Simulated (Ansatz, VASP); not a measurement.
Two plane-wave programs on Cd2TeO3

```
Cd Te O
1.0
     4.33046    0.00000    0.00000
    -2.16523    3.75029    0.00000
     0.00000    0.00000    6.45179
Cd Te O
2 1 3
Direct
  0.33333 0.66667 0.50000
  0.66667 0.33333 0.50000
  0.00000 0.00000 0.00000
  0.50000 0.00000 0.00000
  0.00000 0.50000 0.00000
  0.50000 0.50000 0.00000
```

Alike in both runs: task relaxation of cell and atoms; functional PBE; k mesh 6 × 6 × 4; occupations gaussian, width 0.1 eV; no spin polarisation.

|  | VASP | Ansatz |
| --- | --- | --- |
| version | VASP 6.6.1 | Ansatz 0.2.0 |
| potentials or method | VASP PAW PBE potentials, release 64 (Cd, Te, O), cutoff 600 eV | scalar-relativistic, plane waves, PAW |
| valence electrons in the cell | 48 | 74 |

```csv
,VASP,Ansatz,Ansatz less VASP
"gap on the k mesh at the Fermi level, each at its own relaxed structure (eV)",none,none,-
relaxed volume (Å³/atom),14.80,15.14,+0.334
relaxed length of the cell vector where the two differ most in proportion (Å),5.560,5.670,+0.1098
```

A gap of «none» marks a metal or a gap that the smearing closes. VASP's potentials hold 48 valence electrons a cell and Ansatz's 74, so a difference there can come from the potentials and not from the codes.

Neither program's run includes spin-orbit coupling. Noted on VASP's run: the volume moved by over 15 % at a fixed basis, so the end points are rough.
